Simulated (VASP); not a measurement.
# TePb (so) (Fm-3m) in VASP: notebook

Runs on TePb (so). Level: PBE. Tasks: single point.

Program: VASP 6.6.1. These are calculated values, not measurements. Logs are shortened: lines on timing, memory, paths and dates and some standing lists are left out, and cuts for length are marked.

## 1. The cell of the first run

It takes space group Fm-3m (No. 225, cubic). Conventional cell: a = 6.563 Å, b = 6.563 Å, c = 6.563 Å, α = 90.00°, β = 90.00°, γ = 90.00°. Te (site symmetry m-3m) has 6 Pb at 3.28 Å within 4.3 Å. Pb (site symmetry m-3m) has 6 Te at 3.28 Å within 4.3 Å.

## 2. Single point, PBE, non-collinear spin, zero start, spin-orbit coupling

Contents of INCAR:

```
ALGO = Normal
EDIFF = 1E-6
ENCUT = 520
GGA = PE
GGA_COMPAT = F
ISIF = 2
ISMEAR = 0
LASPH = T
LCHARG = F
LNONCOLLINEAR = T
LORBIT = 11
LORBMOM = T
LREAL = F
LSORBIT = T
LWAVE = F
MAGMOM = 0 0 0 0 0 0
NBANDS = 32
NELM = 150
PREC = Accurate
SIGMA = 0.02
```

Contents of KPOINTS:

```
k-points
0
Gamma
  10 10 10
```

Contents of POSCAR:

```
TePb
1.0
    0.0000000000      3.2814533464      3.2814533464
    3.2814533464      0.0000000000      3.2814533464
    3.2814533464      3.2814533464      0.0000000000
Te Pb
1 1
Direct
    0.5000000000      0.5000000000      0.5000000000
    0.0000000000      0.0000000000      0.0000000000
```

Potentials or basis: VASP PAW PBE potentials, release 64 (Te, Pb_d).

Run with:

```
> cat potpaw_PBE.64/Te/POTCAR potpaw_PBE.64/Pb_d/POTCAR > POTCAR
> mpirun -np 1 vasp_ncl > vasp.out
```

OUTCAR:

```text
EDIFF = 1E-6
   ENCUT = 520
   GGA = PE
   ISIF = 2
   ISMEAR = 0
   LASPH = T
   LNONCOLLINEAR = T
   LORBIT = 11
   LREAL = F
   LSORBIT = T
   NELM = 150
   PREC = Accurate

 ion  position               nearest neighbor table
   1  0.500  0.500  0.500-   2 3.28   2 3.28   2 3.28   2 3.28   2 3.28   2 3.28
   2  0.000  0.000  0.000-   1 3.28   1 3.28   1 3.28   1 3.28   1 3.28   1 3.28

  LATTYP: Found a face centered cubic cell.
 ALAT       =     6.5629066928

  Lattice vectors:

 A1 = (   0.0000000000,   3.2814533464,   3.2814533464)
 A2 = (   3.2814533464,   0.0000000000,   3.2814533464)
 A3 = (   3.2814533464,   3.2814533464,   0.0000000000)

Analysis of symmetry for initial positions (statically):
=====================================================================
 Subroutine PRICEL returns:
 Original cell was already a primitive cell.

 Routine SETGRP: Setting up the symmetry group for a
 face centered cubic supercell.

 Subroutine GETGRP returns: Found 48 space group operations
 (whereof 48 operations were pure point group operations)
 out of a pool of 48 trial point group operations.

The static configuration has the point symmetry O_h .

Analysis of symmetry for dynamics (positions and initial velocities):
=====================================================================
 Subroutine PRICEL returns:
 Original cell was already a primitive cell.

 Routine SETGRP: Setting up the symmetry group for a
 face centered cubic supercell.

 Subroutine GETGRP returns: Found 48 space group operations
 (whereof 48 operations were pure point group operations)
 out of a pool of 48 trial point group operations.

The dynamic configuration has the point symmetry O_h .

Analysis of structural, dynamic, and magnetic symmetry:
=====================================================================
 Subroutine PRICEL returns:
 Original cell was already a primitive cell.

 Routine SETGRP: Setting up the symmetry group for a
 face centered cubic supercell.

 Subroutine GETGRP returns: Found 48 space group operations
 (whereof 48 operations were pure point group operations)
 out of a pool of 48 trial point group operations.

The overall configuration has the point symmetry O_h .

 Subroutine INISYM returns: Found 48 space group operations
 (whereof 48 operations are pure point group operations),
 and found     1 'primitive' translations

----------------------------------------------------------------------------------------

                                     Primitive cell

  volume of cell :      70.6690

  direct lattice vectors                    reciprocal lattice vectors
     0.000000000  3.281453346  3.281453346    -0.152371510  0.152371510  0.152371510
     3.281453346  0.000000000  3.281453346     0.152371510 -0.152371510  0.152371510
     3.281453346  3.281453346  0.000000000     0.152371510  0.152371510 -0.152371510

  length of vectors
     4.640675827  4.640675827  4.640675827     0.263915196  0.263915196  0.263915196

  position of ions in fractional coordinates (direct lattice)
     0.500000000  0.500000000  0.500000000
     0.000000000  0.000000000  0.000000000

  ion indices of the primitive-cell ions
   primitive index   ion index
                 1           1
                 2           2

----------------------------------------------------------------------------------------

 KPOINTS: k-points

Automatic generation of k-mesh.
 Grid dimensions read from file:
 generate k-points for:   10   10   10

 Generating k-lattice:

  Cartesian coordinates                     Fractional coordinates (reciprocal lattice)
[... 89 lines left out ...]
   LEPSILON=     F    determine dielectric tensor
   LRPA    =     F    only Hartree local field effects (RPA)
 Gauss-broadening in eV      SIGMA  =   0.02
  energy-cutoff  :      520.00
  volume of cell :       70.67
 maximum number of plane-waves:      3834
   NGX = 17   NGY = 17   NGZ = 17

 number of electron      20.0000000 magnetization      -0.0000000     -0.0000000      0.0000000

 number of electron      20.0000000 magnetization       0.0000000      0.0000000     -0.0000000

 number of electron      20.0000000 magnetization      -0.0000000     -0.0000000     -0.0000000

 number of electron      20.0000000 magnetization       0.0000000      0.0000000      0.0000000

 Free energy of the ion-electron system (eV)
  ---------------------------------------------------
  ext. energy  EPLUGINS =         0.00000000
  ---------------------------------------------------
  free energy    TOTEN  =        -8.05515228 eV

  energy without entropy =       -8.05515228  energy(sigma->0) =       -8.05515228

 E-fermi :   5.1673     XC(G=0):  -9.0849

 val. band max:        5.1040148753   @ k =   0.5000   0.0000   0.0000
 cond. band min:       5.2306612754   @ k =   0.5000   0.0000   0.0000
 fundamental gap:      0.1266464001
 Fermi energy:         5.1673386293

 k-point     1 :       0.0000    0.0000    0.0000
  band No.  band energies     occupation
      1     -13.0381      1.00000
      2     -13.0381      1.00000
      3     -13.0381      1.00000
      4     -13.0381      1.00000
      5     -10.4820      1.00000
      6     -10.4820      1.00000
[... 829 lines left out ...]
     31      14.6409      0.00000
     32      14.6409      0.00000

 [... further k-points ...]
[... 5 lines left out ...]
  --------------------------------------------------------------------------------------
  -------------------------------------------------------------------------------------
  Total        0.0207191      0.0207191      0.0207191     -0.0000000      0.0000000     -0.0000000
  in kB        0.4697348      0.4697348      0.4697348     -0.0000000      0.0000000     -0.0000000
  external PRESSURE =       0.4697348 kB  Pullay stress =       0.0000000 kB

 VOLUME and BASIS-vectors are now :
 -----------------------------------------------------------------------------
  energy-cutoff  :      520.00
  volume of cell :       70.67
      direct lattice vectors                 reciprocal lattice vectors
     0.000000000  3.281453346  3.281453346    -0.152371510  0.152371510  0.152371510
     3.281453346  0.000000000  3.281453346     0.152371510 -0.152371510  0.152371510
     3.281453346  3.281453346  0.000000000     0.152371510  0.152371510 -0.152371510

 POSITION                                       TOTAL-FORCE (eV/Angst)
 -----------------------------------------------------------------------------------
      3.28145      3.28145      3.28145        -0.000000      0.000000     -0.000000
      0.00000      0.00000      0.00000         0.000000     -0.000000      0.000000
 -----------------------------------------------------------------------------------
    total drift:                               -0.000000      0.000000      0.000000

  FREE ENERGIE OF THE ION-ELECTRON SYSTEM (eV)
  ---------------------------------------------------
  free  energy   TOTEN  =        -8.0551522844 eV

  energy  without entropy=       -8.0551522804  energy(sigma->0) =       -8.05515228

 orbital moment (x)

 # of ion     p       d       tot
 ----------------------------------------
  1         0.000  -0.000  -0.000
  2         0.000  -0.000  -0.000
 ----------------------------------------
            0.000  -0.000  -0.000

 orbital moment (y)

 # of ion     p       d       tot
 ----------------------------------------
  1         0.000   0.000   0.000
  2         0.000  -0.000  -0.000
 ----------------------------------------
            0.000  -0.000  -0.000

 orbital moment (z)

 # of ion     p       d       tot
 ----------------------------------------
  1         0.000   0.000   0.000
  2         0.000   0.000   0.000
 ----------------------------------------
            0.000   0.000   0.000

 Spin-Orbit-Coupling matrix elements

 Ion:    1  E_soc:     -0.2186547
 l=   1
     0.0000000    -0.0364786    -0.0364786
    -0.0364786     0.0000000    -0.0364786
    -0.0364786    -0.0364786     0.0000000
 l=   2
     0.0000000    -0.0000085     0.0000000    -0.0000085     0.0000447
    -0.0000085     0.0000000     0.0000335    -0.0000085     0.0000112
     0.0000000     0.0000335     0.0000000     0.0000335     0.0000000
    -0.0000085    -0.0000085     0.0000335     0.0000000     0.0000112
     0.0000447     0.0000112     0.0000000     0.0000112     0.0000000
 l=   3
     0.0000000     0.0000000     0.0000000     0.0000000     0.0000000     0.0000000     0.0000000
     0.0000000     0.0000000     0.0000000     0.0000000     0.0000000     0.0000000     0.0000000
     0.0000000     0.0000000     0.0000000     0.0000000     0.0000000     0.0000000     0.0000000
     0.0000000     0.0000000     0.0000000     0.0000000     0.0000000     0.0000000     0.0000000
     0.0000000     0.0000000     0.0000000     0.0000000     0.0000000     0.0000000     0.0000000
     0.0000000     0.0000000     0.0000000     0.0000000     0.0000000     0.0000000     0.0000000
     0.0000000     0.0000000     0.0000000     0.0000000     0.0000000     0.0000000     0.0000000

 Ion:    2  E_soc:     -0.8955375
 l=   1
     0.0000000    -0.0820572    -0.0820572
    -0.0820572     0.0000000    -0.0820572
    -0.0820572    -0.0820572     0.0000000
 l=   2
     0.0000000    -0.0134375     0.0000000    -0.0134375    -0.0537616
    -0.0134375     0.0000000    -0.0403212    -0.0134375    -0.0134404
     0.0000000    -0.0403212     0.0000000    -0.0403212     0.0000000
    -0.0134375    -0.0134375    -0.0403212     0.0000000    -0.0134404
    -0.0537616    -0.0134404     0.0000000    -0.0134404     0.0000000
 l=   3
     0.0000000     0.0000000     0.0000000     0.0000000     0.0000000     0.0000000     0.0000000
     0.0000000     0.0000000     0.0000000     0.0000000     0.0000000     0.0000000     0.0000000
     0.0000000     0.0000000     0.0000000     0.0000000     0.0000000     0.0000000     0.0000000
     0.0000000     0.0000000     0.0000000     0.0000000     0.0000000     0.0000000     0.0000000
     0.0000000     0.0000000     0.0000000     0.0000000     0.0000000     0.0000000     0.0000000
     0.0000000     0.0000000     0.0000000     0.0000000     0.0000000     0.0000000     0.0000000
     0.0000000     0.0000000     0.0000000     0.0000000     0.0000000     0.0000000     0.0000000

 total charge

# of ion       s       p       d       tot
------------------------------------------
    1        1.377   1.978   0.016   3.371
    2        1.453   0.580   9.831  11.864
--------------------------------------------------
tot          2.830   2.558   9.847  15.235

 magnetization (x)

# of ion       s       p       d       tot
------------------------------------------
    1        0.000  -0.000  -0.000  -0.000
    2       -0.000   0.000   0.000  -0.000
--------------------------------------------------
tot         -0.000  -0.000  -0.000  -0.000

 magnetization (y)

# of ion       s       p       d       tot
------------------------------------------
    1        0.000  -0.000  -0.000  -0.000
    2       -0.000  -0.000  -0.000  -0.000
--------------------------------------------------
tot         -0.000  -0.000  -0.000  -0.000

 magnetization (z)

# of ion       s       p       d       tot
------------------------------------------
    1        0.000  -0.000  -0.000  -0.000
    2        0.000  -0.000  -0.000  -0.000
--------------------------------------------------
tot          0.000  -0.000  -0.000  -0.000
```

It took 7.3 min on 1 thread of AMD EPYC 7R43 (Zen 3), shared host; peak memory 0.42 GiB.

What came out:

```
Free energy                                           : -8.0552 eV
Pressure                                              : 0.0 GPa
Net moment                                            : 0.00 μB per cell
Valence electrons inside the program's atomic spheres : Te 3.37; Pb 11.86
```

Moments on the atoms (μB; x, y, z):
```
Te  0.00 0.00 0.00
Pb  0.00 0.00 0.00
```

## 3. Single point, PBE, non-collinear spin, zero start, spin-orbit coupling (volume scaled by 1.03)

INCAR, as its differences from that of step 2:

```diff
@@ -9,3 +9,2 @@
 LCHARG = F
-LNONCOLLINEAR = T
 LORBIT = 11
```

KPOINTS is that of step 2.

Contents of POSCAR:

```
TePb
1.0
    0.0000000000      3.3139450966      3.3139450966
    3.3139450966      0.0000000000      3.3139450966
    3.3139450966      3.3139450966      0.0000000000
Te Pb
1 1
Direct
    0.5000000000      0.5000000000      0.5000000000
    0.0000000000      0.0000000000      0.0000000000
```

Potentials or basis: VASP PAW PBE potentials, release 64 (Te, Pb_d).

Run with:

```
> cat potpaw_PBE.64/Te/POTCAR potpaw_PBE.64/Pb_d/POTCAR > POTCAR
> mpirun -np 1 vasp_ncl > vasp.out
```

Run time: 2.3 min. Hardware: 1 thread of Intel Xeon 6975P-C (Granite Rapids), shared host; peak memory 0.48 GiB.

The run converged. Its results:

```yaml
Free_energy: -8.0491 eV
Pressure: -1.0 GPa
Net_moment: 0.00 μB per cell
Valence_electrons_inside_the_program's_atomic_spheres: Te 3.36; Pb 11.85
```

Moments on the atoms (μB; x, y, z):
```
Te  0.00 0.00 0.00
Pb  0.00 0.00 0.00
```
